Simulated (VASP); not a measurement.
# Ba: single point with PBE

Crystal: Ba.

```
Ba
1.0
    -2.57046    2.57046    2.36482
     2.57046   -2.57046    2.36482
     2.57046    2.57046   -2.36482
Ba
1
Direct
  0.00000 0.00000 0.00000
```

This cell differs from its parent crystal: ratio of the length along z to the lengths across it x 0.92, volume and fractional coordinates fixed.

```yaml
Program: VASP 6.6.1
Task: single point
Functional: PBE
Potentials_or_basis: VASP PAW PBE potentials, release 64 (Ba_sv)
Cutoff: 520 eV
k_mesh: 16 × 16 × 16
Occupations: gaussian, width 0.15 eV
Spin: no spin polarisation
Dipole_correction: no
Further_INCAR_settings: ALGO = Fast; EDIFF = 1e-07; NBANDS = 11
```

```json
{
  "Pressure": "0.2 GPa",
  "Band gap on the k mesh": "zero (bands 5 and 6 overlap by 0.94 eV)"
}
```

Stress tensor (GPa, compression positive):
```
0.01 0.00 0.00
0.00 0.01 0.00
0.00 0.00 0.52
```

Levels at points of the mesh, in eV from the Fermi level:
| k point | band 1 | band 2 | band 3 | band 4 | band 5 | band 6 | band 7 | band 8 | band 9 | band 10 |
| --- | --- | --- | --- | --- | --- | --- | --- | --- | --- | --- |
| (0.00, 0.00, 0.00) | -28.88 | -13.83 | -13.83 | -13.82 | -2.76 | 1.51 | 2.04 | 2.04 | 2.84 | 3.61 |
| (0.50, 0.00, 0.00) | -28.83 | -14.30 | -13.98 | -13.85 | -0.88 | 0.52 | 1.37 | 3.25 | 4.15 | 5.24 |
| (0.50, 0.50, 0.00) | -28.84 | -14.30 | -13.95 | -13.81 | -0.94 | 1.06 | 1.09 | 2.76 | 3.56 | 5.17 |
| (0.50, 0.50, 0.50) | -28.80 | -14.17 | -14.17 | -14.09 | -0.62 | -0.50 | 4.09 | 4.09 | 4.71 | 4.73 |

It took 2.2 min on 1 thread of Intel(R) Xeon(R) Platinum 8488C (Sapphire Rapids), with other jobs on the host, peak memory 0.36 GiB.

Caveat: spin-orbit coupling is left out, which moves the levels of the heavy elements.
